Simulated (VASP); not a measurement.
# Mg5ZnO6: single point with PBE

Crystal: Mg5ZnO6.

```xyz
12
Lattice="3.0187 0.0000 0.0000 0.0000 3.0187 0.0000 0.0000 0.0000 12.7994" Properties=species:S:1:pos:R:3 pbc="T T T"
Mg    0.0000    0.0000    8.5190
Mg    1.5094    1.5094    6.3997
Mg    0.0000    0.0000    4.2804
Mg    1.5094    1.5094    2.1351
Mg    1.5094    1.5094   10.6643
Zn    0.0000    0.0000    0.0000
O     0.0000    0.0000    6.3997
O     1.5094    1.5094    4.2752
O     0.0000    0.0000    2.1647
O     1.5094    1.5094    0.0000
O     0.0000    0.0000   10.6347
O     1.5094    1.5094    8.5242
```

```
Program                : VASP 6.6.1
Task                   : single point
Functional             : PBE
Potentials or basis    : VASP PAW PBE potentials, release 64 (Mg, Zn, O)
Cutoff                 : 520 eV
k mesh                 : 6 × 6 × 2
Occupations            : gaussian, width 0.1 eV
Spin                   : no spin polarisation
Dipole correction      : no
Further INCAR settings : ALGO = Normal; EDIFF = 1e-06; NBANDS = 41
```

The pressure is -0.5 GPa and the largest force is 0.028 eV/Å. The band gap on the k mesh is 2.65 eV (least direct gap 3.45 eV).

Forces in eV/Å, atoms in the order of the input:
```
Mg   0.000  0.000 -0.003
Mg   0.000  0.000  0.000
Mg   0.000  0.000  0.003
Mg   0.000  0.000  0.005
Mg   0.000  0.000 -0.005
Zn   0.000  0.000  0.000
O    0.000  0.000  0.000
O    0.000  0.000  0.004
O    0.000  0.000  0.028
O    0.000  0.000  0.000
O    0.000  0.000 -0.028
O    0.000  0.000 -0.004
```

Levels at points of the mesh, in eV from the valence-band top:
| k point | band 25 | band 26 | band 27 | band 28 | band 29 | band 30 | band 31 | band 32 | band 33 | band 34 |
| --- | --- | --- | --- | --- | --- | --- | --- | --- | --- | --- |
| (0.00, 0.00, 0.00) | -1.08 | -1.08 | -0.85 | -0.80 | -0.80 | 2.65 | 4.81 | 5.44 | 7.19 | 8.05 |
| (0.50, 0.00, 0.00) | -1.34 | -1.34 | -1.34 | -0.70 | 0.00 | 6.31 | 6.82 | 7.05 | 7.28 | 7.87 |
| (0.50, 0.50, 0.00) | -2.18 | -2.12 | -2.12 | -2.10 | -2.08 | 5.27 | 8.66 | 8.66 | 8.78 | 9.51 |
| (0.00, 0.00, 0.50) | -1.33 | -1.00 | -1.00 | -0.82 | -0.82 | 2.90 | 4.21 | 6.18 | 6.81 | 7.96 |
| (0.50, 0.00, 0.50) | -1.34 | -1.34 | -1.34 | -0.63 | 0.00 | 6.25 | 6.64 | 7.34 | 7.52 | 7.78 |
| (0.50, 0.50, 0.50) | -2.26 | -2.20 | -2.20 | -2.13 | -2.03 | 5.29 | 8.72 | 8.72 | 9.17 | 9.20 |

Wall time 92 s on 1 thread of AMD EPYC 7R13 Processor (Zen 3), with other jobs on the host, peak memory 0.23 GiB.

A k mesh can miss the band edges.
